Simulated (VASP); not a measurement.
A run of VASP 6.6.1:

File INCAR:

```
SYSTEM = MgC18
PREC = Accurate ; ENCUT = 520
EDIFF = 1E-7 ; ISMEAR = -1
SIGMA = 0.02 ; LREAL = Auto
LASPH = .True. ; NELM = 100
ALGO = Normal ; ISIF = 2
LWAVE = .False. ; LCHARG = .True.
GGA = PE ; LELF = .True.
LVHAR = .True. ; NBANDS = 52
```

File KPOINTS:

```
Automatic mesh
0
Gamma
  2 2 1
  0 0 0
```

POSCAR

```
MgC18
1.0
    7.3980000000      0.0000000000      0.0000000000
   -3.6990000000      6.4068560000      0.0000000000
    0.0000000000      0.0000000000     13.0000000000
C Mg
18 1
Direct
   -0.0008809337     -0.0022179365      0.0689352308
    0.2223243873      0.1108523432      0.0689213077
   -0.0008927109      0.3311107663      0.0689936923
    0.2223343033      0.4441900989      0.0689800000
   -0.0008753381      0.6644528923      0.0690056923
    0.2223150580      0.7775122463      0.0689820000
    0.3324592363     -0.0022177805      0.0689356154
    0.5556776857      0.1108557770      0.0689476923
    0.3324687961      0.3311408903      0.0689345385
    0.5556515303      0.4441897867      0.0689800769
    0.3324693926      0.6644424348      0.0689899231
    0.5556495783      0.7775027252      0.0689880769
    0.6657927384     -0.0022112250      0.0689673846
    0.8889740392      0.1108556209      0.0689476154
    0.6657994252      0.3311106103      0.0689933846
    0.8889806225      0.4441648134      0.0690204615
    0.6657692814      0.6644425909      0.0689895385
    0.8889931571      0.7775124023      0.0689810769
    0.1603688369      0.9874935538      0.3831222308
```

Potentials or basis: VASP PAW PBE potentials, release 64 (C, Mg).

Command:

```console
$ cat potpaw_PBE.64/C/POTCAR potpaw_PBE.64/Mg/POTCAR > POTCAR
$ mpirun -np 1 vasp_std > vasp.out
```

Hardware: 1 thread of Intel Xeon 6975P-C, with other jobs on the host.

Task: How long does it take, and how much memory?

Result: Wall time 6.4 min on 1 thread of Intel Xeon 6975P-C, with other jobs on the host, peak memory 0.63 GiB. Counts: scf iterations 22, k points 4.
